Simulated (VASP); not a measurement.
A run of VASP 6.6.1 is set up as follows.

Contents of INCAR:

```
PREC = Accurate
ENCUT = 520
EDIFF = 1E-7
ISMEAR = 0
SIGMA = 0.02
LREAL = False
LASPH = True
NELM = 80
ALGO = Normal
ISIF = 2
LWAVE = False
LCHARG = False
GGA = PE
NBANDS = 16
```

File KPOINTS:

```
regular mesh
0
Gamma
  12 12 6
```

The input POSCAR:

```
AlN
1.0
    3.0363021674      0.0000000000      0.0000000000
   -1.5181510837      2.6295148106      0.0000000000
    0.0000000000      0.0000000000      5.0966072719
Al N
2 2
Direct
    0.6666666667      0.3333333333      0.5032748183
    0.3333333333      0.6666666667      1.0032748183
    0.6666666667      0.3333333333      0.8767251817
    0.3333333333      0.6666666667      0.3767251817
```

Potentials or basis: VASP PAW PBE potentials, release 64 (Al, N).

The run is started by

```console
$ cat potpaw_PBE.64/Al/POTCAR potpaw_PBE.64/N/POTCAR > POTCAR
$ mpirun -np 1 vasp_std > vasp.out
```

Question: Predict the band gap on the k mesh.

Answer: 4.42 eV.

Question: Predict the pressure.

Answer: 9.8 GPa.

Stress tensor (GPa, compression positive):
```
14.86  0.00  0.00
 0.00 14.86  0.00
 0.00  0.00 -0.31
```

Caveat: the cell stands under pressure. A k mesh can miss the band edges.
